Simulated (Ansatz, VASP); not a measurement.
One calculation of Be, two programs

Contents of POSCAR:

```
Be
1.0
    3.7468140000      0.0000000000      0.0000000000
    0.0000000000      3.7468140000      0.0000000000
    0.0000000000      0.0000000000      2.2812800000
Be
4
Direct
    0.2974080000      0.2974080000      0.0000000000
    0.7025920000      0.7025920000      0.0000000000
    0.2025920000      0.7974080000      0.5000000000
    0.7974080000      0.2025920000      0.5000000000
```

Contents of INCAR.step1:

```
SYSTEM = Be
ALGO = Normal
EDIFF = 1E-5
ENCUT = 660
GGA = PE
GGA_COMPAT = .FALSE.
ISMEAR = -1
LASPH = .TRUE.
LCHARG = .FALSE.
LREAL = .FALSE.
LWAVE = .TRUE.
NBANDS = 12
NELM = 120
PREC = Accurate
SIGMA = 0.15
```

Contents of INCAR.step2:

```
SYSTEM = Be
ALGO = Normal
EDIFF = 1E-6
ENCUT = 660
GGA_COMPAT = .FALSE.
ISIF = 2
ISMEAR = -1
ISTART = 1
LASPH = .TRUE.
LCHARG = .FALSE.
LMIXTAU = .TRUE.
LREAL = .FALSE.
LWAVE = .FALSE.
METAGGA = R2SCAN
NBANDS = 12
NELM = 120
PREC = Accurate
SIGMA = 0.15
```

The input KPOINTS:

```
k-points
0
G
  6 6 10
  0 0 0
```

Input for Ansatz:

```yaml
crystal:
  lattice:
    - [3.746814, 0.0, 0.0]
    - [0.0, 3.746814, 0.0]
    - [0.0, 0.0, 2.28128]
  atoms:
    - { symbol: Be, position: [0.297408, 0.297408, 0.0] }
    - { symbol: Be, position: [0.702592, 0.702592, 0.0] }
    - { symbol: Be, position: [0.202592, 0.797408, 0.5] }
    - { symbol: Be, position: [0.797408, 0.202592, 0.5] }
kpoints:
  mp_grid:
    grid: [6, 6, 10]
hamiltonian:
  xc: r2scan
  pseudopotentials:
    kind: nc
scf:
  max_iter: 80
  n_extra_bands: 2
  convergence:
    dr2_threshold: 1.0e-06
  mixing:
    algorithm: anderson
    beta: 0.2
  occupations:
    method: fermi_dirac
    width: 0.15
output:
  stress: true
```

Alike in both runs: task single point; functional r2SCAN; k mesh 6 × 6 × 10; occupations fermi-dirac, width 0.15 eV; no spin polarisation.

|  | VASP | Ansatz |
| --- | --- | --- |
| version | VASP 6.6.1 | Ansatz 0.2.0 |
| potentials or method | VASP PAW PBE potentials, release 64 (Be) | plane waves, norm-conserving potentials |
| plane-wave cutoff (eV) | 660 | 1520 |
| valence electrons in the cell | 8 | 16 |

```tsv
	VASP	Ansatz	Ansatz less VASP
gap on the k mesh at the Fermi level (eV)	none	none	-
pressure (GPa)	0.3	0.3	-0.02
traceless stress, the component that is largest in VASP (GPa)	1.33	1.35	+0.020
```

VASP's potentials were made for PBE, not for r2SCAN. A gap of «none» marks a metal or a gap that the smearing closes. With one functional, cell and mesh, what is left measures potentials, basis and numerics. VASP's potentials hold 8 valence electrons a cell and Ansatz's 16, so a difference there can come from the potentials and not from the codes. Ansatz's warnings: stress scf threshold loose.
